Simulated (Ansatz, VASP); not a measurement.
# Ru: VASP beside Ansatz

```
Ru
1.0
     2.67525    0.00000    0.00000
    -1.33763    2.31684    0.00000
     0.00000    0.00000   24.44880
Ru
5
Cartesian
  0.0000 0.0000 8.0000
  0.0000 1.5446 10.1122
  0.0000 0.0000 12.2244
  0.0000 1.5446 14.3366
  0.0000 0.0000 16.4488
```

Alike in both runs: task single point; functional LDA; k mesh 14 × 14 × 1; occupations fermi-dirac, width 0.1 eV; no spin polarisation.

|  | VASP | Ansatz |
| --- | --- | --- |
| version | VASP 6.6.1 | Ansatz 0.2.0 |
| potentials or method | VASP PAW LDA potentials, release 64 (Ru_pv) | PAW with Ansatz's default frozen-core files, scalar-relativistic |
| plane-wave cutoff (eV) | 520 | 420 |
| valence electrons in the cell | 70 | 80 |

|  | VASP | Ansatz | Ansatz less VASP |
| --- | --- | --- | --- |
| rms of the force components (eV/Å) | 0.387 | 0.400 | +0.0137 |

LDA's correlation is that of Perdew and Zunger in VASP and of Perdew and Wang (1992) in Ansatz. Atom by atom the forces differ by 0.019 eV/Å (rms over components). VASP's potentials hold 70 valence electrons a cell and Ansatz's 80, so a difference there can come from the potentials and not from the codes.
